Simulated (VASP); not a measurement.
# Mg2CdO3 (P-3m1) in VASP: a series of runs, part 2 of 2

VASP 6.6.1. Earlier steps stand in the parts before.

## 3. Single point, PBE

This run uses another cell than the first one, of 10.93 Å³/atom.

File INCAR:

```
ALGO     = Normal         # electronic algorithm
EDIFF    = 1E-6           # SCF threshold, eV
ENCUT    = 520            # plane-wave cutoff, eV
GGA      = PE             # functional
ISIF     = 2              # what is computed and relaxed
ISMEAR   = 0              # smearing method
LASPH    = T              # aspherical terms in the spheres
LCHARG   = T              # write CHGCAR
LELF     = T              # ELF
LREAL    = F              # projectors in reciprocal space
LVHAR    = T            
LWAVE    = F              # write WAVECAR
NBANDS   = 26             # bands
NELM     = 100            # most SCF steps
PREC     = Accurate       # precision mode
SIGMA    = 0.02           # smearing width, eV
```

File KPOINTS:

```
k-points
0
Gamma
  12 12 4
```

File POSCAR:

```
Mg2CdO3
1.0
    3.1180994494      0.0000000000      0.0000000000
   -1.5590497247      2.7003533347      0.0000000000
    0.0000000000      0.0000000000      7.7862967287
Mg Cd O
2 1 3
Direct
    0.6666666667      0.3333333333      0.8437361650
    0.3333333333      0.6666666667      0.1562638350
    0.0000000000      0.0000000000      0.5000000000
    0.3333333333      0.6666666667      0.6949676252
    0.6666666667      0.3333333333      0.3050323748
    0.0000000000      0.0000000000      0.0000000000
```

Potentials or basis: VASP PAW PBE potentials, release 64 (Mg, Cd, O).

Launch:

```bash
cat potpaw_PBE.64/Mg/POTCAR potpaw_PBE.64/Cd/POTCAR potpaw_PBE.64/O/POTCAR > POTCAR
mpirun -np 1 vasp_std > vasp.out
```

OUTCAR:

```text
EDIFF = 1E-6
   ENCUT = 520
   GGA = PE
   ISIF = 2
   ISMEAR = 0
   LASPH = T
   LREAL = F
   NELM = 100
   PREC = Accurate

 ion  position               nearest neighbor table
   1  0.667  0.333  0.844-   4 2.14   4 2.14   4 2.14   6 2.17   6 2.17   6 2.17   2 3.03   2 3.03
                             2 3.03   3 3.23   3 3.23   3 3.23
   2  0.333  0.667  0.156-   5 2.14   5 2.14   5 2.14   6 2.17   6 2.17   6 2.17   1 3.03   1 3.03
                             1 3.03   3 3.23   3 3.23   3 3.23
   3  0.000  0.000  0.500-   4 2.35   5 2.35   4 2.35   5 2.35   5 2.35   4 2.35   1 3.23   2 3.23
                             2 3.23   1 3.23   2 3.23   1 3.23
   4  0.333  0.667  0.695-   1 2.14   1 2.14   1 2.14   3 2.35   3 2.35   3 2.35
   5  0.667  0.333  0.305-   2 2.14   2 2.14   2 2.14   3 2.35   3 2.35   3 2.35
   6  0.000  0.000  0.000-   1 2.17   2 2.17   2 2.17   1 2.17   1 2.17   2 2.17

  LATTYP: Found a hexagonal cell.
 ALAT       =     3.1180994494
 C/A-ratio  =     2.4971290541

  Lattice vectors:

 A1 = (   3.1180994494,   0.0000000000,   0.0000000000)
 A2 = (  -1.5590497247,   2.7003533347,   0.0000000000)
 A3 = (   0.0000000000,   0.0000000000,   7.7862967287)

Analysis of symmetry for initial positions (statically):
=====================================================================
 Subroutine PRICEL returns:
 Original cell was already a primitive cell.

 Routine SETGRP: Setting up the symmetry group for a
 hexagonal supercell.

 Subroutine GETGRP returns: Found 12 space group operations
 (whereof 12 operations were pure point group operations)
 out of a pool of 24 trial point group operations.

The static configuration has the point symmetry D_3d.

Analysis of symmetry for dynamics (positions and initial velocities):
=====================================================================
 Subroutine PRICEL returns:
 Original cell was already a primitive cell.

 Routine SETGRP: Setting up the symmetry group for a
 hexagonal supercell.

 Subroutine GETGRP returns: Found 12 space group operations
 (whereof 12 operations were pure point group operations)
 out of a pool of 24 trial point group operations.

The dynamic configuration has the point symmetry D_3d.

 Subroutine INISYM returns: Found 12 space group operations
 (whereof 12 operations are pure point group operations),
 and found     1 'primitive' translations

----------------------------------------------------------------------------------------

                                     Primitive cell

  volume of cell :      65.5604

  direct lattice vectors                    reciprocal lattice vectors
     3.118099449  0.000000000  0.000000000     0.320708180  0.185160954  0.000000000
    -1.559049725  2.700353335  0.000000000     0.000000000  0.370321908  0.000000000
     0.000000000  0.000000000  7.786296729     0.000000000  0.000000000  0.128430759

  length of vectors
     3.118099449  3.118099449  7.786296729     0.370321908  0.370321908  0.128430759

  position of ions in fractional coordinates (direct lattice)
     0.666666667  0.333333333  0.843736165
     0.333333333  0.666666667  0.156263835
     0.000000000  0.000000000  0.500000000
     0.333333333  0.666666667  0.694967625
     0.666666667  0.333333333  0.305032375
[... 40 lines left out ...]
  0.083333 -0.000000  0.000000      6.000000
  0.166667  0.000000  0.000000      6.000000
  0.250000 -0.000000  0.000000      6.000000
  0.333333 -0.000000  0.000000      6.000000
  0.416667  0.000000  0.000000      6.000000
[... 16 lines left out ...]
  0.166667  0.000000  0.250000      6.000000
  0.000000  0.166667  0.250000      6.000000
 [... further k-points ...]
   k-points           NKPTS =     69   k-points in BZ     NKDIM =     69   number of bands    NBANDS=     26
   number of dos      NEDOS =    301   number of ions     NIONS =      6
   total plane-waves  NPLWV =  34560
   dimension x,y,z NGX =    24 NGY =   24 NGZ =   60
   dimension x,y,z NGXF=    48 NGYF=   48 NGZF=  120
   ions per type =               2   1   3
   NGX,Y,Z   is equivalent  to a cutoff of  12.80, 12.80, 12.81 a.u.
   NGXF,Y,Z  is equivalent  to a cutoff of  25.59, 25.59, 25.62 a.u.
 SYSTEM =  unknown system
   PREC   = accura    normal or accurate (medium, high low for compatibility)
   ISTART =      0    job   : 0-new  1-cont  2-samecut
   ICHARG =      2    charge: 1-file 2-atom 10-const
   ISPIN  =      1    spin polarized calculation?
   LNONCOLLINEAR =      F non collinear calculations
   LSORBIT =      F    spin-orbit coupling
   LASPH  =      T    aspherical Exc in radial PAW
   ENCUT  =  520.0 eV  38.22 Ry    6.18 a.u.   5.80  5.80 14.48*2*pi/ulx,y,z
   NELM   =    100;   NELMIN=  2; NELMDL= -5     # of ELM steps
   EDIFF  = 0.1E-05   stopping-criterion for ELM
   LREAL  =      F    real-space projection
   EDIFFG = 0.1E-04   stopping-criterion for IOM
   NSW    =      0    number of steps for IOM
   IBRION =     -1    ionic relax: 0-MD 1-quasi-New 2-CG
   NFREE  =      0    steps in history (QN), initial steepest desc. (CG)
   ISIF   =      2    stress and relaxation
   ISYM   =      2    0-nonsym 1-usesym 2-fastsym
   POTIM  = 0.5000    time-step for ionic-motion
   TEBEG  =    0.0;   TEEND  =   0.0 temperature during run
   PSTRESS=    0.0 pullay stress
   NELECT =      34.0000    total number of electrons
   NUPDOWN=      -1.0000    fix difference up-down
   EMIN   =  10.00;   EMAX   =-10.00  energy-range for DOS
   EFERMI =   0.00;   METHOD = LEGACY
   ISMEAR =     0;   SIGMA  =   0.02  broadening in eV -4-tet -1-fermi 0-gaus
   EFERMI_NEDOS =   21; number of points for ismear=-14 and -15
   IALGO  =     38    algorithm
   IMIX   =      4    mixing-type and parameters
     AMIX     =   0.40;   BMIX     =  1.00
     AMIX_MAG =   1.60;   BMIX_MAG =  1.00
  volume/ion in A,a.u.               =      10.93        73.74
  Fermi-wavevector in a.u.,A,eV,Ry     =   1.315287  2.485533 23.537817  1.729981
  Thomas-Fermi vector in A             =   2.445481
   LORBIT       =      0    0 simple, 1 ext, 2 COOP (PROOUT), +10 PAW based schemes
   GGA     = PE    functional components
   LHFCALC =     F    Hartree Fock is set to
   AEXX    =    0.0000 exact exchange contribution
   IVDW    =     0    specifies the selected vdW correction
   LEPSILON=     F    determine dielectric tensor
   LRPA    =     F    only Hartree local field effects (RPA)
 non-spin polarized calculation
 Gauss-broadening in eV      SIGMA  =   0.02
  energy-cutoff  :      520.00
  volume of cell :       65.56
 maximum number of plane-waves:      1784
   NGX = 11   NGY = 11   NGZ = 29

 number of electron      33.9999991 magnetization

 Free energy of the ion-electron system (eV)
  ---------------------------------------------------
  ext. energy  EPLUGINS =         0.00000000
  ---------------------------------------------------
  free energy    TOTEN  =       -31.24166214 eV

  energy without entropy =      -31.24166214  energy(sigma->0) =      -31.24166214

 E-fermi :   2.5987     XC(G=0): -11.1650

 val. band max:        2.4429247384   @ k =   0.0000   0.0000   0.5000
 cond. band min:       4.3725898423   @ k =   0.0000   0.0000   0.0000
 fundamental gap:      1.9296651039
 Fermi energy:         2.5987120318

 k-point     1 :       0.0000    0.0000    0.0000
  band No.  band energies     occupation
      1     -14.6011      2.00000
      2     -14.0518      2.00000
      3     -13.6112      2.00000
      4      -4.6734      2.00000
      5      -4.3043      2.00000
      6      -4.3043      2.00000
[... 685 lines left out ...]
     25      16.2774      0.00000
     26      17.3526      0.00000

 [... further k-points ...]

------------------------ aborting loop because EDIFF is reached ----------------------------------------

  FORCE on cell =-STRESS in cart. coord.  units (eV):
  Direction    XX          YY          ZZ          XY          YZ          ZX
  --------------------------------------------------------------------------------------
  -------------------------------------------------------------------------------------
  Total        0.0426292      0.0426292      0.1343607      0.0000000     -0.0000000      0.0000000
  in kB        1.0417818      1.0417818      3.2835329      0.0000000     -0.0000000      0.0000000
  external PRESSURE =       1.7890322 kB  Pullay stress =       0.0000000 kB

 VOLUME and BASIS-vectors are now :
 -----------------------------------------------------------------------------
  energy-cutoff  :      520.00
  volume of cell :       65.56
      direct lattice vectors                 reciprocal lattice vectors
     3.118099449  0.000000000  0.000000000     0.320708180  0.185160954  0.000000000
    -1.559049725  2.700353335  0.000000000     0.000000000  0.370321908  0.000000000
     0.000000000  0.000000000  7.786296729     0.000000000  0.000000000  0.128430759

 POSITION                                       TOTAL-FORCE (eV/Angst)
 -----------------------------------------------------------------------------------
      1.55905      0.90012      6.56958        -0.000000     -0.000000      0.004198
     -0.00000      1.80024      1.21672        -0.000000      0.000000     -0.004198
      0.00000      0.00000      3.89315        -0.000000      0.000000      0.000000
     -0.00000      1.80024      5.41122         0.000000     -0.000000      0.116994
      1.55905      0.90012      2.37507        -0.000000      0.000000     -0.116994
      0.00000      0.00000      0.00000        -0.000000      0.000000      0.000000
 -----------------------------------------------------------------------------------
    total drift:                                0.000000      0.000000      0.000000

  FREE ENERGIE OF THE ION-ELECTRON SYSTEM (eV)
  ---------------------------------------------------
  free  energy   TOTEN  =       -31.2416621426 eV

  energy  without entropy=      -31.2416621426  energy(sigma->0) =      -31.24166214
```

Wall time 78 s (1 thread of Intel Xeon Platinum 8488C (Sapphire Rapids), shared host); peak memory 0.25 GiB.

Results:

- Free energy: -31.2417 eV
- Pressure: 0.2 GPa
- Largest force: 0.117 eV/Å
- Band gap on the k mesh: 1.93 eV (least direct gap 2.07 eV)

Forces on the atoms (eV/Å):
```
Mg   0.000  0.000  0.004
Mg   0.000  0.000 -0.004
Cd   0.000  0.000  0.000
O    0.000  0.000  0.117
O    0.000  0.000 -0.117
O    0.000  0.000  0.000
```

Stress tensor (GPa, compression positive):
```
0.10 0.00 0.00
0.00 0.10 0.00
0.00 0.00 0.33
```

A k mesh can miss the band edges.
